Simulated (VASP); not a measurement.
# MnO (P6_3mc) in VASP: notebook

MnO is run at these levels: LDA; tasks: single point.

Everything below comes from runs of VASP 6.6.1. Logs are shortened: lines on timing, memory, paths and dates and some standing lists are left out, and cuts for length are marked.

### 1 The cell of the first run

The structure is hexagonal, space group P6_3mc (No. 186). The conventional cell has a = 3.303 Å, b = 3.303 Å, c = 5.276 Å, α = 90.00°, β = 90.00°, γ = 120.00°. Mn (site symmetry 3m) has 4 O at 1.92 to 2.04 Å within 2.5 Å. Within 2.5 Å of O (site symmetry 3m) lie 4 Mn at 1.92 to 2.04 Å.

### 2 Single point, LDA, collinear spin, ferromagnetic start (12.46 Å³/atom)

File INCAR:

```
SYSTEM = MnO
PREC     = Accurate       ! precision mode
ENCUT    = 520            ! plane-wave cutoff, eV
EDIFF    = 1E-7           ! SCF threshold, eV
ISMEAR   = -1             ! smearing method
SIGMA    = 0.05           ! smearing width, eV
LREAL    = .FALSE.        ! projectors in reciprocal space
LASPH    = .TRUE.         ! aspherical terms in the spheres
NELM     = 150            ! most SCF steps
ALGO     = Normal         ! electronic algorithm
ISIF     = 2              ! what is computed and relaxed
LWAVE    = .FALSE.        ! write WAVECAR
LCHARG   = .FALSE.        ! write CHGCAR
ISPIN    = 2              ! spin polarisation
MAGMOM   = 4 4 0 0        ! initial moments
LORBIT   = 11             ! projections on sites
LMAXMIX  = 4              ! l up to which the mixer works
NBANDS   = 31             ! bands
```

File KPOINTS:

```
Automatic mesh
0
G
  9 9 5
  0 0 0
```

File POSCAR:

```
MnO
1.0
    3.3028704828      0.0000000000      0.0000000000
   -1.6514352414      2.8603697434      0.0000000000
    0.0000000000      0.0000000000      5.2755609885
Mn O
2 2
Direct
    0.6666666667      0.3333333333      0.5109600000
    0.3333333333      0.6666666667      0.0109600000
    0.6666666667      0.3333333333      0.8754700000
    0.3333333333      0.6666666667      0.3754700000
```

Potentials or basis: VASP PAW LDA potentials, release 64 (Mn_pv, O).

The run is started by

```console
$ cat potpaw_LDA.64/Mn_pv/POTCAR potpaw_LDA.64/O/POTCAR > POTCAR
$ mpirun -np 1 vasp_std > vasp.out
```

OUTCAR:

```text
SYSTEM = MnO
   PREC = Accurate
   ENCUT = 520
   EDIFF = 1E-7
   ISMEAR = -1
   LREAL = .FALSE.
   LASPH = .TRUE.
   NELM = 150
   ISIF = 2
   ISPIN = 2
   LORBIT = 11

 ion  position               nearest neighbor table
   1  0.667  0.333  0.511-   3 1.92   4 2.04   4 2.04   4 2.04
   2  0.333  0.667  0.011-   4 1.92   3 2.04   3 2.04   3 2.04
   3  0.667  0.333  0.875-   1 1.92   2 2.04   2 2.04   2 2.04
   4  0.333  0.667  0.375-   2 1.92   1 2.04   1 2.04   1 2.04

  LATTYP: Found a hexagonal cell.
 ALAT       =     3.3028704828
 C/A-ratio  =     1.5972654744

  Lattice vectors:

 A1 = (   3.3028704828,   0.0000000000,   0.0000000000)
 A2 = (  -1.6514352414,   2.8603697434,   0.0000000000)
 A3 = (   0.0000000000,   0.0000000000,   5.2755609885)

Analysis of symmetry for initial positions (statically):
=====================================================================
 Subroutine PRICEL returns:
 Original cell was already a primitive cell.

 Routine SETGRP: Setting up the symmetry group for a
 hexagonal supercell.

 Subroutine GETGRP returns: Found 12 space group operations
 (whereof  6 operations were pure point group operations)
 out of a pool of 24 trial point group operations.

The static configuration has the point symmetry C_3v.
 The point group associated with its full space group is C_6v.

Analysis of symmetry for dynamics (positions and initial velocities):
=====================================================================
 Subroutine PRICEL returns:
 Original cell was already a primitive cell.

 Routine SETGRP: Setting up the symmetry group for a
 hexagonal supercell.

 Subroutine GETGRP returns: Found 12 space group operations
 (whereof  6 operations were pure point group operations)
 out of a pool of 24 trial point group operations.

The dynamic configuration has the point symmetry C_3v.
 The point group associated with its full space group is C_6v.

Analysis of structural, dynamic, and magnetic symmetry:
=====================================================================
 Subroutine PRICEL returns:
 Original cell was already a primitive cell.

 Routine SETGRP: Setting up the symmetry group for a
 hexagonal supercell.

 Subroutine GETGRP returns: Found 12 space group operations
 (whereof  6 operations were pure point group operations)
 out of a pool of 24 trial point group operations.

The overall configuration has the point symmetry C_3v.
 The point group associated with its full space group is C_6v.

 Subroutine INISYM returns: Found 12 space group operations
[... 130 lines left out ...]
   LEPSILON=     F    determine dielectric tensor
   LRPA    =     F    only Hartree local field effects (RPA)
 spin polarized calculation
  energy-cutoff  :      520.00
  volume of cell :       49.84
 maximum number of plane-waves:      1362
 NGX is ok and might be reduce to    28
   NGX = 13   NGY = 13   NGZ = 19

 number of electron      38.0000005 magnetization      10.1186032

 number of electron      38.0000006 magnetization       9.2107917

 Free energy of the ion-electron system (eV)
  ---------------------------------------------------
  ext. energy  EPLUGINS =         0.00000000
  ---------------------------------------------------
  free energy    TOTEN  =       -34.93458311 eV

  energy without entropy =      -34.90701435  energy(sigma->0) =      -34.92079873

 E-fermi :   6.0210     XC(G=0): -11.4741

 val. band max:        6.0139351073   @ k =   0.2222   0.1111   0.2000
 cond. band min:       6.0298968763   @ k =   0.1111   0.0000   0.4000
 fundamental gap:      0.0159617690
 Fermi energy:         6.0209885402

 spin component 1

 k-point     1 :       0.0000    0.0000    0.0000
  band No.  band energies     occupation
      1     -43.8076      1.00000
      2     -43.7550      1.00000
      3     -43.7508      1.00000
      4     -43.7508      1.00000
      5     -43.7426      1.00000
      6     -43.7426      1.00000
[... 805 lines left out ...]
     30      15.3455      0.00000
     31      16.8682      0.00000

 [... further k-points ...]

 spin component 2

 k-point     1 :       0.0000    0.0000    0.0000
  band No.  band energies     occupation
      1     -39.8195      1.00000
      2     -39.7510      1.00000
      3     -39.7264      1.00000
      4     -39.7264      1.00000
      5     -39.7159      1.00000
      6     -39.7159      1.00000
[... 805 lines left out ...]
     30      16.7388      0.00000
     31      17.8082      0.00000

 [... further k-points ...]

------------------------ aborting loop because EDIFF is reached ----------------------------------------

  FORCE on cell =-STRESS in cart. coord.  units (eV):
  Direction    XX          YY          ZZ          XY          YZ          ZX
  --------------------------------------------------------------------------------------
  -------------------------------------------------------------------------------------
  Total       -1.2893863     -1.2893863      1.3894273      0.0000000     -0.0000000      0.0000000
  in kB      -41.4487333    -41.4487333     44.6646614      0.0000000     -0.0000000      0.0000000
  external PRESSURE =     -12.7442684 kB  Pullay stress =       0.0000000 kB

 VOLUME and BASIS-vectors are now :
 -----------------------------------------------------------------------------
  energy-cutoff  :      520.00
  volume of cell :       49.84
      direct lattice vectors                 reciprocal lattice vectors
     3.302870483  0.000000000  0.000000000     0.302766943  0.174802576  0.000000000
    -1.651435241  2.860369743  0.000000000     0.000000000  0.349605152  0.000000000
     0.000000000  0.000000000  5.275560988     0.000000000  0.000000000  0.189553301

 POSITION                                       TOTAL-FORCE (eV/Angst)
 -----------------------------------------------------------------------------------
      1.65144      0.95346      2.69560         0.000000     -0.000000     -0.621495
     -0.00000      1.90691      0.05782        -0.000000      0.000000     -0.621495
      1.65144      0.95346      4.61860        -0.000000      0.000000      0.621495
     -0.00000      1.90691      1.98081         0.000000     -0.000000      0.621495
 -----------------------------------------------------------------------------------
    total drift:                               -0.000000     -0.000000      0.000551

  FREE ENERGIE OF THE ION-ELECTRON SYSTEM (eV)
  ---------------------------------------------------
  free  energy   TOTEN  =       -34.9345831135 eV

  energy  without entropy=      -34.9070143550  energy(sigma->0) =      -34.92079873

 total charge

# of ion       s       p       d       tot
------------------------------------------
    1        0.257   6.257   5.014  11.527
    2        0.257   6.257   5.014  11.527
    3        1.547   3.445   0.000   4.992
    4        1.547   3.445   0.000   4.992
--------------------------------------------------
tot          3.608  19.403  10.027  33.039

 magnetization (x)

# of ion       s       p       d       tot
------------------------------------------
    1        0.031   0.059   3.986   4.076
    2        0.031   0.059   3.986   4.076
    3        0.019   0.169   0.000   0.188
    4        0.019   0.169   0.000   0.188
--------------------------------------------------
tot          0.100   0.456   7.972   8.528
```

OSZICAR:

```text
N       E                     dE             d eps       ncg     rms          rms(c)
DAV:   1     0.449303344910E+03    0.44930E+03   -0.21087E+04  4472   0.147E+03
DAV:   2    -0.443313856412E+01   -0.45374E+03   -0.42496E+03  4548   0.441E+02
DAV:   3    -0.399117666956E+02   -0.35479E+02   -0.34693E+02  5087   0.133E+02
DAV:   4    -0.404576347962E+02   -0.54587E+00   -0.54523E+00  4758   0.176E+01
DAV:   5    -0.404635036016E+02   -0.58688E-02   -0.58686E-02  5150   0.188E+00    0.234E+01
DAV:   6    -0.365285619364E+02    0.39349E+01   -0.29167E+01  5362   0.540E+01    0.205E+01
DAV:   7    -0.349147301572E+02    0.16138E+01   -0.55971E+00  4685   0.335E+01    0.127E+01
DAV:   8    -0.349827237784E+02   -0.67994E-01   -0.79123E-01  4877   0.505E+00    0.816E+00
DAV:   9    -0.348687706540E+02    0.11395E+00   -0.27811E-01  5598   0.509E+00    0.430E+00
DAV:  10    -0.349227264432E+02   -0.53956E-01   -0.79748E-02  4716   0.244E+00    0.229E+00
DAV:  11    -0.349314807176E+02   -0.87543E-02   -0.27157E-02  4752   0.117E+00    0.849E-01
DAV:  12    -0.349344976000E+02   -0.30169E-02   -0.67996E-03  4842   0.561E-01    0.224E-01
DAV:  13    -0.349345745599E+02   -0.76960E-04   -0.25617E-04  4891   0.115E-01    0.851E-02
DAV:  14    -0.349345821788E+02   -0.76189E-05   -0.82629E-05  4781   0.740E-02    0.386E-02
DAV:  15    -0.349345809979E+02    0.11809E-05   -0.16545E-05  4793   0.306E-02    0.182E-02
DAV:  16    -0.349345828833E+02   -0.18854E-05   -0.68707E-07  4965   0.800E-03    0.576E-03
DAV:  17    -0.349345831209E+02   -0.23757E-06   -0.16613E-07  4071   0.334E-03    0.269E-03
DAV:  18    -0.349345831135E+02    0.73514E-08   -0.15393E-07  3043   0.268E-03
   1 F= -.34934583E+02 E0= -.34920799E+02  d E =-.275688E-01  mag=     9.2108
```

stdout:

```text
POSCAR found type information on POSCAR MnO
 POSCAR found :  2 types and       4 ions
 scaLAPACK will be used
 LDA part: xc-table for (Slater(with rela. corr.)+CA(PZ))
 , standard interpolation
 POSCAR, INCAR and KPOINTS ok, starting setup
 FFT: planning ... GRIDC
 FFT: planning ... GRID_SOFT
 FFT: planning ... GRID
 WAVECAR not read
 entering main loop
```

Wall time 2.4 min (1 thread of Intel Xeon Platinum 8375C at 2.90GHz (Ice Lake), shared host); peak memory 0.2 GiB.

What came out:

| Item | Value |
| --- | --- |
| Free energy | -34.9346 eV |
| Pressure | -1.3 GPa |
| Largest force | 0.621 eV/Å |
| Net moment | 9.21 μB per cell |
| Site moments | Mn +4.08; O +0.19 μB |
| Valence electrons inside the program's atomic spheres | Mn 11.53; O 4.99 |

Forces on the atoms (eV/Å):
```
Mn   0.000  0.000 -0.621
Mn   0.000  0.000 -0.621
O    0.000  0.000  0.621
O    0.000  0.000  0.621
```

Stress tensor (GPa, compression positive):
```
-4.14  0.00  0.00
 0.00 -4.14  0.00
 0.00  0.00  4.47
```

Caveat: the stress differs along the axes, from -4 to 4 GPa; semilocal functionals often make such compounds metallic where correlation or magnetic order opens a gap, which also shifts bond lengths; the run started ferromagnetic, and an antiferromagnetic order may lie lower in energy.

### 3 Single point, LDA, collinear spin, ferromagnetic start (12.73 Å³/atom)

This run uses another cell than the first one, of 12.73 Å³/atom.

File INCAR:

```
ALGO = Normal ; EDIFF = 1E-7
ENCUT = 520 ; ISIF = 2
ISMEAR = -1 ; ISPIN = 2
LASPH = True ; LCHARG = False
LMAXMIX = 4 ; LORBIT = 11
LREAL = False ; LWAVE = False
MAGMOM = 4 4 0 0 ; NBANDS = 31
NELM = 150 ; PREC = Accurate
SIGMA = 0.05
```

File KPOINTS:

```
k-points
0
Gamma
  9 9 5
```

File POSCAR:

```
MnO
1.0
    3.3261309004      0.0000000000      0.0000000000
   -1.6630654502      2.8805138560      0.0000000000
    0.0000000000      0.0000000000      5.3127140505
Mn O
2 2
Direct
    0.6666666667      0.3333333333      0.5109600000
    0.3333333333      0.6666666667      0.0109600000
    0.6666666667      0.3333333333      0.8754700000
    0.3333333333      0.6666666667      0.3754700000
```

Potentials or basis: VASP PAW LDA potentials, release 64 (Mn_pv, O).

The run is started by

```console
$ cat potpaw_LDA.64/Mn_pv/POTCAR potpaw_LDA.64/O/POTCAR > POTCAR
$ mpirun -np 1 vasp_std > vasp.out
```

Wall time 2.5 min (1 thread of Intel Xeon Platinum 8375C at 2.90GHz (Ice Lake), shared host); peak memory 0.2 GiB.

The run converged. Its results:

| Quantity | Value |
| --- | --- |
| Free energy | -34.9236 eV |
| Pressure | -2.4 GPa |
| Largest force | 0.623 eV/Å |
| Net moment | 9.45 μB per cell |
| Site moments | Mn +4.17; O +0.20 μB |
| Valence electrons inside the program's atomic spheres | Mn 11.50; O 4.99 |

Forces in eV/Å, atoms in the order of the input:
```
Mn   0.000  0.000 -0.623
Mn   0.000  0.000 -0.623
O    0.000  0.000  0.623
O    0.000  0.000  0.623
```

Stress tensor (GPa, compression positive):
```
-5.09  0.00  0.00
 0.00 -5.09  0.00
 0.00  0.00  2.86
```

Levels at points of the mesh, in eV from the Fermi level:
Spin up:
```tsv
k point	band 22	band 23	band 24	band 25	band 26	band 27
(0.00, 0.00, 0.00)	-0.73	0.38	0.38	0.42	4.04	5.95
```
Spin down:
```csv
k point,band 10,band 11,band 12,band 13,band 14,band 15,band 16,band 17,band 18,band 19
"(0.00, 0.00, 0.00)",-5.35,-5.18,-5.18,-4.94,-4.94,-0.19,0.60,0.60,0.79,1.42
```

Caveat: the stress differs along the axes, from -5 to 3 GPa; semilocal functionals often make such compounds metallic where correlation or magnetic order opens a gap, which also shifts bond lengths; the run started ferromagnetic, and an antiferromagnetic order may lie lower in energy. With open d or f shells a metallic result of LDA can be an artefact of self-interaction; +U or a hybrid may open a gap.

### 4 Single point, LDA, collinear spin, ferromagnetic start (12.99 Å³/atom)

This run uses another cell than the first one, of 12.99 Å³/atom.

File INCAR:

```
PREC     = Accurate       # precision mode
ENCUT    = 520            # plane-wave cutoff, eV
EDIFF    = 1E-7           # SCF threshold, eV
ISMEAR   = -1             # smearing method
SIGMA    = 0.05           # smearing width, eV
LREAL    = False          # projectors in reciprocal space
LASPH    = True           # aspherical terms in the spheres
NELM     = 150            # most SCF steps
ALGO     = Normal         # electronic algorithm
ISIF     = 2              # what is computed and relaxed
LWAVE    = False          # write WAVECAR
LCHARG   = False          # write CHGCAR
ISPIN    = 2              # spin polarisation
MAGMOM   = 4 4 0 0        # initial moments
LORBIT   = 11             # projections on sites
LMAXMIX  = 4              # l up to which the mixer works
GGA      = CA             # functional
NBANDS   = 31             # bands
```

File KPOINTS:

```
Automatic mesh
0
Gamma
  9 9 5
```

File POSCAR:

```
MnO
1.0
    3.3490704591      0.0000000000      0.0000000000
   -1.6745352295      2.9003800966      0.0000000000
    0.0000000000      0.0000000000      5.3493546156
Mn O
2 2
Direct
    0.6666666667      0.3333333333      0.5109600000
    0.3333333333      0.6666666667      0.0109600000
    0.6666666667      0.3333333333      0.8754700000
    0.3333333333      0.6666666667      0.3754700000
```

The run is started by

```console
$ cat potpaw_LDA.64/Mn_pv/POTCAR potpaw_LDA.64/O/POTCAR > POTCAR
$ mpirun -np 1 vasp_std > vasp.out
```

Run time: 2.3 min. Hardware: 1 thread of Intel Xeon Platinum 8375C at 2.90GHz (Ice Lake), shared host; peak memory 0.21 GiB.

The run converged. Its results:

| Property | Result |
| --- | --- |
| Free energy | -34.9042 eV |
| Pressure | -3.8 GPa |
| Largest force | 0.596 eV/Å |
| Net moment | 9.64 μB per cell |
| Site moments | Mn +4.24; O +0.21 μB |
| Valence electrons inside the program's atomic spheres | Mn 11.47; O 4.98 |

Forces on the atoms (eV/Å):
```
Mn   0.000  0.000 -0.596
Mn   0.000  0.000 -0.596
O    0.000  0.000  0.596
O    0.000  0.000  0.596
```

Stress tensor (GPa, compression positive):
```
-6.22  0.00  0.00
 0.00 -6.22  0.00
 0.00  0.00  1.05
```

Levels at points of the mesh, in eV from the Fermi level:
Spin up:
| k point | band 22 | band 23 | band 24 | band 25 | band 26 | band 27 |
| --- | --- | --- | --- | --- | --- | --- |
| (0.00, 0.00, 0.00) | -0.80 | 0.28 | 0.28 | 0.33 | 3.91 | 5.83 |
Spin down:
```csv
k point,band 10,band 11,band 12,band 13,band 14,band 15,band 16,band 17,band 18,band 19
"(0.00, 0.00, 0.00)",-5.22,-5.06,-5.06,-4.82,-4.82,-0.22,0.63,0.63,0.82,1.43
```

Caveat: the stress differs along the axes, from -6 to 1 GPa; semilocal functionals often make such compounds metallic where correlation or magnetic order opens a gap, which also shifts bond lengths; the run started ferromagnetic, and an antiferromagnetic order may lie lower in energy. With open d or f shells a metallic result of LDA can be an artefact of self-interaction; +U or a hybrid may open a gap.

### 5 The runs side by side

| cell | gap on the mesh (eV) | pressure (GPa) | moment (μB) | largest force (eV/Å) |
| --- | --- | --- | --- | --- |
| a = 3.303, b = 3.303, c = 5.276 Å, angles 90.0, 90.0, 120.0°, 4 atoms | none | -1.3 | 9.21 | 0.62 |
| a = 3.326, b = 3.326, c = 5.313 Å, angles 90.0, 90.0, 120.0°, 4 atoms | none | -2.4 | 9.45 | 0.62 |
| a = 3.349, b = 3.349, c = 5.349 Å, angles 90.0, 90.0, 120.0°, 4 atoms | none | -3.8 | 9.64 | 0.60 |

Alike in all rows: task single point; level LDA; potentials or basis VASP PAW LDA potentials, release 64 (Mn_pv, O); spin collinear, ferromagnetic start; k mesh 9 × 9 × 5; cutoff (eV) 520; smearing fermi-dirac 0.05 eV.

Caveats: semilocal functionals often make such compounds metallic where correlation or magnetic order opens a gap, which also shifts bond lengths; the run started ferromagnetic, and an antiferromagnetic order may lie lower in energy; the stress differs along the axes, from -4 to 4 GPa (at least some runs); the stress differs along the axes, from -5 to 3 GPa (at least some runs); the stress differs along the axes, from -6 to 1 GPa (at least some runs).

Total energies depend on the potentials used, so only differences within one code and one set of settings carry meaning.
